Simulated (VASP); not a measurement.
Crystal: Mg3Si2N.

```
Mg Si N
1.0
     5.07356    0.00000    0.00000
    -2.53678    4.39383    0.00000
     0.00000    0.00000    4.22780
Mg Si N
3 2 1
Direct
  0.50000 0.00000 0.50000
  0.00000 0.50000 0.50000
  0.50000 0.50000 0.50000
  0.33333 0.66667 0.00000
  0.66667 0.33333 0.00000
  0.00000 0.00000 0.00000
```

| Item | Value |
| --- | --- |
| Program | VASP 6.6.1 |
| Task | relaxation of cell and atoms |
| Functional | PBE |
| Potentials or basis | VASP PAW PBE potentials, release 64 (Mg, Si, N) |
| Cutoff | 600 eV |
| k mesh | 6 × 6 × 4 |
| Occupations | gaussian, width 0.1 eV |
| Spin | no spin polarisation |

At the start: pressure 13.2 GPa; volume 15.71 Å³/atom.

**Question.** How do energy, volume and symmetry change on relaxing?

**Answer.** Over 5 steps the energy falls by 114.5 meV/atom and the volume is 18.96 Å³/atom (+20.7 %); space group P6/mmm (No. 191, to 0.05 Å).

Step by step:
```csv
step,energy change (eV),largest force (eV/Å),pressure (GPa),volume (Å³)
1,0.0000,0.0000,13.21,94.25
2,-0.6400,0.0000,-0.19,113.03
3,-0.6403,0.0000,0.01,112.56
4,-0.6817,0.0000,0.00,113.42
5,-0.6870,0.0000,0.03,113.79
```

Final structure:
```xyz
6
Lattice="5.4732 0.0000 0.0000 -2.7366 4.7399 0.0000 0.0000 0.0000 4.3861" Properties=species:S:1:pos:R:3 pbc="T T T"
Mg    2.7366    0.0000    2.1931
Mg   -1.3683    2.3699    2.1931
Mg    1.3683    2.3699    2.1931
Si    0.0000    3.1599    0.0000
Si    2.7366    1.5800    0.0000
N     0.0000    0.0000    0.0000
```

Caveat: the k points lie up to 0.36 Å⁻¹ apart in the final cell; the volume moved by over 15 % at a fixed basis, so the end points are rough.
